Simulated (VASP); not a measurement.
# Ga2N (Fd-3m) in VASP: a series of runs

Ga2N is run at these levels: PBE; tasks: single point, relaxation of cell and atoms.

All numbers are computed with VASP 6.6.1; they aren't measurements. Logs are shortened: lines on timing, memory, paths and dates and some standing lists are left out, and cuts for length are marked.

## (1) The cell of the first run

The structure is cubic, space group Fd-3m (No. 227). The conventional cell has a = 7.428 Å, b = 7.428 Å, c = 7.428 Å, α = 90.00°, β = 90.00°, γ = 90.00°. Ga (site symmetry -3m) has 6 Ga at 2.63 Å and 6 N at 3.08 Å within 3.5 Å. Within 4.1 Å of N (site symmetry -43m) lie 12 Ga at 3.08 Å and 4 N at 3.22 Å.

The cell was generated, and may not be a known phase.

## (2) Single point, PBE, collinear spin, ferromagnetic start

INCAR

```
SYSTEM = Ga2N
  PREC = Accurate
  ENCUT = 520
  EDIFF = 1E-7
  ISMEAR = 0
  SIGMA = 0.1
  LREAL = .FALSE.
  LASPH = .TRUE.
  NELM = 150
  ALGO = Normal
  ISIF = 2
  LWAVE = .FALSE.
  LCHARG = .TRUE.
  ISPIN = 2
  MAGMOM = 0 0 0 0 1 1
  LORBIT = 11
  GGA = PE
  LELF = .TRUE.
  LVHAR = .TRUE.
  NBANDS = 44
```

KPOINTS

```
Automatic mesh
0
G
  4 4 4
  0 0 0
```

POSCAR

```
Ga2N
1.0
    0.0000000000      3.7138300458      3.7138300458
    3.7138300458      0.0000000000      3.7138300458
    3.7138300458      3.7138300458      0.0000000000
Ga N
4 2
Direct
    0.1250000000      0.1250000000      0.1250000000
    0.6250000000      0.1250000000      0.1250000000
    0.1250000000      0.1250000000      0.6250000000
    0.1250000000      0.6250000000      0.1250000000
    0.5000000000      0.5000000000      0.5000000000
    0.7500000000      0.7500000000      0.7500000000
```

Potentials or basis: VASP PAW PBE potentials, release 64 (Ga_d, N).

Command:

```console
$ cat potpaw_PBE.64/Ga_d/POTCAR potpaw_PBE.64/N/POTCAR > POTCAR
$ mpirun -np 1 vasp_std > vasp.out
```

OUTCAR:

```text
SYSTEM = Ga2N
   PREC = Accurate
   ENCUT = 520
   EDIFF = 1E-7
   ISMEAR = 0
   LREAL = .FALSE.
   LASPH = .TRUE.
   NELM = 150
   ISIF = 2
   ISPIN = 2
   LORBIT = 11
   GGA = PE

 ion  position               nearest neighbor table
   1  0.125  0.125  0.125-   2 2.63   3 2.63   4 2.63   3 2.63   4 2.63   2 2.63
   2  0.625  0.125  0.125-   1 2.63   3 2.63   4 2.63   1 2.63   3 2.63   4 2.63
   3  0.125  0.125  0.625-   1 2.63   1 2.63   2 2.63   4 2.63   4 2.63   2 2.63
   4  0.125  0.625  0.125-   1 2.63   3 2.63   1 2.63   2 2.63   3 2.63   2 2.63
   5  0.500  0.500  0.500-
   6  0.750  0.750  0.750-

  LATTYP: Found a face centered cubic cell.
 ALAT       =     7.4276600916

  Lattice vectors:

 A1 = (   0.0000000000,   3.7138300458,   3.7138300458)
 A2 = (   3.7138300458,   0.0000000000,   3.7138300458)
 A3 = (   3.7138300458,   3.7138300458,   0.0000000000)

Analysis of symmetry for initial positions (statically):
=====================================================================
 Subroutine PRICEL returns:
 Original cell was already a primitive cell.

 Routine SETGRP: Setting up the symmetry group for a
 face centered cubic supercell.

 Subroutine GETGRP returns: Found 48 space group operations
 (whereof 24 operations were pure point group operations)
 out of a pool of 48 trial point group operations.

The static configuration has the point symmetry T_d .
 The point group associated with its full space group is O_h .

Analysis of symmetry for dynamics (positions and initial velocities):
=====================================================================
 Subroutine PRICEL returns:
 Original cell was already a primitive cell.

 Routine SETGRP: Setting up the symmetry group for a
 face centered cubic supercell.

 Subroutine GETGRP returns: Found 48 space group operations
 (whereof 24 operations were pure point group operations)
 out of a pool of 48 trial point group operations.

The dynamic configuration has the point symmetry T_d .
 The point group associated with its full space group is O_h .

Analysis of structural, dynamic, and magnetic symmetry:
=====================================================================
 Subroutine PRICEL returns:
 Original cell was already a primitive cell.

 Routine SETGRP: Setting up the symmetry group for a
 face centered cubic supercell.

 Subroutine GETGRP returns: Found 48 space group operations
 (whereof 24 operations were pure point group operations)
 out of a pool of 48 trial point group operations.

The overall configuration has the point symmetry T_d .
 The point group associated with its full space group is O_h .

 Subroutine INISYM returns: Found 48 space group operations
 (whereof 24 operations are pure point group operations),
 and found     1 'primitive' translations

----------------------------------------------------------------------------------------

                                     Primitive cell

  volume of cell :     102.4463

  direct lattice vectors                    reciprocal lattice vectors
     0.000000000  3.713830046  3.713830046    -0.134631901  0.134631901  0.134631901
     3.713830046  0.000000000  3.713830046     0.134631901 -0.134631901  0.134631901
     3.713830046  3.713830046  0.000000000     0.134631901  0.134631901 -0.134631901

  length of vectors
     5.252148819  5.252148819  5.252148819     0.233189293  0.233189293  0.233189293

  position of ions in fractional coordinates (direct lattice)
     0.125000000  0.125000000  0.125000000
     0.625000000  0.125000000  0.125000000
     0.125000000  0.125000000  0.625000000
     0.125000000  0.625000000  0.125000000
     0.500000000  0.500000000  0.500000000
     0.750000000  0.750000000  0.750000000

  ion indices of the primitive-cell ions
   primitive index   ion index
                 1           1
                 2           2
                 3           3
                 4           4
                 5           5
                 6           6

----------------------------------------------------------------------------------------

 KPOINTS: Automatic mesh

Automatic generation of k-mesh.
 Grid dimensions read from file:
[... 27 lines left out ...]
 -0.250000  0.250000  0.000000     12.000000
  0.500000  0.500000  0.000000      3.000000
 -0.250000  0.500000  0.250000      6.000000
   k-points           NKPTS =      8   k-points in BZ     NKDIM =      8   number of bands    NBANDS=     44
   number of dos      NEDOS =    301   number of ions     NIONS =      6
   total plane-waves  NPLWV =  64000
   dimension x,y,z NGX =    40 NGY =   40 NGZ =   40
   dimension x,y,z NGXF=    80 NGYF=   80 NGZF=   80
   ions per type =               4   2
   NGX,Y,Z   is equivalent  to a cutoff of  12.66, 12.66, 12.66 a.u.
   NGXF,Y,Z  is equivalent  to a cutoff of  25.32, 25.32, 25.32 a.u.
 SYSTEM =  Ga2N
   PREC   = accura    normal or accurate (medium, high low for compatibility)
   ISTART =      0    job   : 0-new  1-cont  2-samecut
   ICHARG =      2    charge: 1-file 2-atom 10-const
   ISPIN  =      2    spin polarized calculation?
   LNONCOLLINEAR =      F non collinear calculations
   LSORBIT =      F    spin-orbit coupling
   LASPH  =      T    aspherical Exc in radial PAW
   ENCUT  =  520.0 eV  38.22 Ry    6.18 a.u.   9.77  9.77  9.77*2*pi/ulx,y,z
   NELM   =    150;   NELMIN=  2; NELMDL= -5     # of ELM steps
   EDIFF  = 0.1E-06   stopping-criterion for ELM
   LREAL  =      F    real-space projection
   EDIFFG = 0.1E-05   stopping-criterion for IOM
   NSW    =      0    number of steps for IOM
   IBRION =     -1    ionic relax: 0-MD 1-quasi-New 2-CG
   NFREE  =      0    steps in history (QN), initial steepest desc. (CG)
   ISIF   =      2    stress and relaxation
   ISYM   =      2    0-nonsym 1-usesym 2-fastsym
   POTIM  = 0.5000    time-step for ionic-motion
   TEBEG  =    0.0;   TEEND  =   0.0 temperature during run
   PSTRESS=    0.0 pullay stress
   NELECT =      62.0000    total number of electrons
   NUPDOWN=      -1.0000    fix difference up-down
   EMIN   =  10.00;   EMAX   =-10.00  energy-range for DOS
   EFERMI =   0.00;   METHOD = LEGACY
   ISMEAR =     0;   SIGMA  =   0.10  broadening in eV -4-tet -1-fermi 0-gaus
   EFERMI_NEDOS =   21; number of points for ismear=-14 and -15
   IALGO  =     38    algorithm
   IMIX   =      4    mixing-type and parameters
     AMIX     =   0.40;   BMIX     =  1.00
     AMIX_MAG =   1.60;   BMIX_MAG =  1.00
  volume/ion in A,a.u.               =      17.07       115.22
  Fermi-wavevector in a.u.,A,eV,Ry     =   1.384756  2.616810 26.089854  1.917550
  Thomas-Fermi vector in A             =   2.509231
   LORBIT       =     11    0 simple, 1 ext, 2 COOP (PROOUT), +10 PAW based schemes
   GGA     = PE    functional components
   LHFCALC =     F    Hartree Fock is set to
   AEXX    =    0.0000 exact exchange contribution
   IVDW    =     0    specifies the selected vdW correction
   LEPSILON=     F    determine dielectric tensor
   LRPA    =     F    only Hartree local field effects (RPA)
 spin polarized calculation
 Gauss-broadening in eV      SIGMA  =   0.10
  energy-cutoff  :      520.00
  volume of cell :      102.45
 maximum number of plane-waves:      2786
   NGX = 19   NGY = 19   NGZ = 19

 number of electron      62.0000057 magnetization       2.7092497

 Free energy of the ion-electron system (eV)
  ---------------------------------------------------
  ext. energy  EPLUGINS =         0.00000000
  ---------------------------------------------------
  free energy    TOTEN  =       -18.87180308 eV

  energy without entropy =      -18.85185512  energy(sigma->0) =      -18.86182910

 E-fermi :   3.8814     XC(G=0): -10.4962

 val. band max:        3.8627197130   @ k =   0.2500   0.2500   0.0000
 cond. band min:       3.9012561212   @ k =   0.5000   0.2500   0.0000
 fundamental gap:      0.0385364082
 Fermi energy:         3.8814095938

 spin component 1

 k-point     1 :       0.0000    0.0000    0.0000
  band No.  band energies     occupation
      1     -11.7493      1.00000
      2     -11.4705      1.00000
      3     -11.4705      1.00000
      4     -11.4705      1.00000
      5     -11.4157      1.00000
      6     -11.4157      1.00000
[... 357 lines left out ...]
     42      12.4788      0.00000
     43      13.1214      0.00000
 Fermi energy:         3.8814095938

 spin component 2

 k-point     1 :       0.0000    0.0000    0.0000
  band No.  band energies     occupation
      1     -11.7489      1.00000
      2     -11.4782      1.00000
      3     -11.4782      1.00000
      4     -11.4782      1.00000
      5     -11.4237      1.00000
      6     -11.4237      1.00000
[... 357 lines left out ...]
     42      12.3683      0.00000
     43      12.9998      0.00000
 [bands above 43 left out]

------------------------ aborting loop because EDIFF is reached ----------------------------------------

  FORCE on cell =-STRESS in cart. coord.  units (eV):
  Direction    XX          YY          ZZ          XY          YZ          ZX
  --------------------------------------------------------------------------------------
  -------------------------------------------------------------------------------------
  Total        0.2833011      0.2833011      0.2833011      0.0000000      0.0000000     -0.0000000
  in kB        4.4306027      4.4306027      4.4306027      0.0000000      0.0000000     -0.0000000
  external PRESSURE =       4.4306027 kB  Pullay stress =       0.0000000 kB

 VOLUME and BASIS-vectors are now :
 -----------------------------------------------------------------------------
  energy-cutoff  :      520.00
  volume of cell :      102.45
      direct lattice vectors                 reciprocal lattice vectors
     0.000000000  3.713830046  3.713830046    -0.134631901  0.134631901  0.134631901
     3.713830046  0.000000000  3.713830046     0.134631901 -0.134631901  0.134631901
     3.713830046  3.713830046  0.000000000     0.134631901  0.134631901 -0.134631901

 POSITION                                       TOTAL-FORCE (eV/Angst)
 -----------------------------------------------------------------------------------
      0.92846      0.92846      0.92846         0.000000      0.000000     -0.000000
      0.92846      2.78537      2.78537         0.000000      0.000000     -0.000000
      2.78537      2.78537      0.92846         0.000000      0.000000     -0.000000
      2.78537      0.92846      2.78537         0.000000      0.000000     -0.000000
      3.71383      3.71383      3.71383         0.000000     -0.000000      0.000000
      5.57075      5.57075      5.57075        -0.000000     -0.000000     -0.000000
 -----------------------------------------------------------------------------------
    total drift:                                0.000000     -0.000000      0.000000

  FREE ENERGIE OF THE ION-ELECTRON SYSTEM (eV)
  ---------------------------------------------------
  free  energy   TOTEN  =       -18.8718030773 eV

  energy  without entropy=      -18.8518551213  energy(sigma->0) =      -18.86182910

 total charge

# of ion       s       p       d       tot
------------------------------------------
    1        1.055   0.546   9.973  11.574
    2        1.055   0.546   9.973  11.574
    3        1.055   0.546   9.973  11.574
    4        1.055   0.546   9.973  11.574
    5        1.354   1.971   0.000   3.325
    6        1.354   1.971   0.000   3.325
--------------------------------------------------
tot          6.930   6.124  39.892  52.946

 magnetization (x)

# of ion       s       p       d       tot
------------------------------------------
    1        0.040  -0.079  -0.001  -0.040
    2        0.040  -0.079  -0.001  -0.040
    3        0.040  -0.079  -0.001  -0.040
    4        0.040  -0.079  -0.001  -0.040
    5        0.022   1.070   0.000   1.092
    6        0.022   1.070   0.000   1.092
--------------------------------------------------
tot          0.205   1.825  -0.005   2.025
```

It took 3.4 min on 1 thread of Intel Xeon 8259CL, shared host; peak memory 0.29 GiB.

Results:

- Free energy: -18.8718 eV
- Pressure: 0.4 GPa
- Net moment: 2.71 μB per cell
- Site moments: Ga -0.04; N +1.09 μB
- Valence electrons inside the program's atomic spheres: Ga 11.57; N 3.33

Levels at points of the mesh, in eV from the Fermi level:
Spin up:
| k point | band 28 | band 29 | band 30 | band 31 | band 32 | band 33 | band 34 | band 35 | band 36 | band 37 |
| --- | --- | --- | --- | --- | --- | --- | --- | --- | --- | --- |
| (0.00, 0.00, 0.00) | -2.83 | -2.83 | -2.83 | -1.68 | -1.68 | -1.68 | 1.25 | 1.25 | 1.25 | 1.35 |
| (0.50, 0.00, 0.00) | -3.38 | -2.78 | -1.78 | -1.09 | -1.09 | -0.47 | 1.53 | 1.53 | 4.57 | 4.57 |
| (0.50, 0.50, 0.00) | -2.06 | -1.37 | -1.37 | -0.70 | -0.70 | 0.21 | 0.21 | 4.04 | 4.04 | 4.31 |
Spin down:
```
           k point  band 25  band 26  band 27  band 28  band 29  band 30  band 31  band 32  band 33  band 34
(0.00, 0.00, 0.00)    -2.39    -2.39    -2.39    -2.29    -2.29    -2.29    -0.40    -0.40    -0.40     1.16
(0.50, 0.00, 0.00)    -3.39    -3.39    -2.38    -2.31    -2.31     0.05     0.69     0.69     1.35     2.11
(0.50, 0.50, 0.00)    -4.84    -4.84    -1.16    -1.16     0.75     0.75     0.79     0.79     1.38     1.38
```

Caveat: the k points lie up to 0.37 Å⁻¹ apart.

[end of part 1 of 2]
